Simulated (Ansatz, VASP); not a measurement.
## Zn2CdO3: VASP beside Ansatz

```
Zn Cd O
1.0
     3.37622    0.00000    0.00000
    -1.68811    2.92389    0.00000
     0.00000    0.00000   16.67156
Zn Cd O
4 2 6
Direct
  0.33333 0.66667 0.99506
  0.33333 0.66667 0.34021
  0.66667 0.33333 0.49506
  0.66667 0.33333 0.84021
  0.33333 0.66667 0.67019
  0.66667 0.33333 0.17019
  0.33333 0.66667 0.11322
  0.33333 0.66667 0.45935
  0.33333 0.66667 0.80407
  0.66667 0.33333 0.30407
  0.66667 0.33333 0.61322
  0.66667 0.33333 0.95935
```

Alike in both runs: functional PBE; k mesh 6 × 6 × 1; occupations gaussian, width 0.1 eV; no spin polarisation.

Ansatz relaxed the structure, and its values are those at the end. VASP's run is a single point on that final structure, the one shown.

|  | VASP | Ansatz |
| --- | --- | --- |
| version | VASP 6.6.1 | Ansatz 0.2.0 |
| potentials or method | VASP PAW PBE potentials, release 64 (Zn, Cd, O), cutoff 520 eV | scalar-relativistic, plane waves, PAW |
| valence electrons in the cell | 108 | 124 |

|  | VASP | Ansatz | Ansatz less VASP |
| --- | --- | --- | --- |
| gap on the k mesh at the Fermi level (eV) | 0.15 | 0.17 | +0.020 |
| least direct gap on the mesh (eV) | 0.15 | 0.17 | +0.020 |
| pressure (GPa) | 1.2 | 0.1 | -1.06 |
| rms of the force components (eV/Å) | 0.028 | 0.009 | -0.0190 |

VASP's potentials hold 108 valence electrons a cell and Ansatz's 124, so a difference there can come from the potentials and not from the codes.
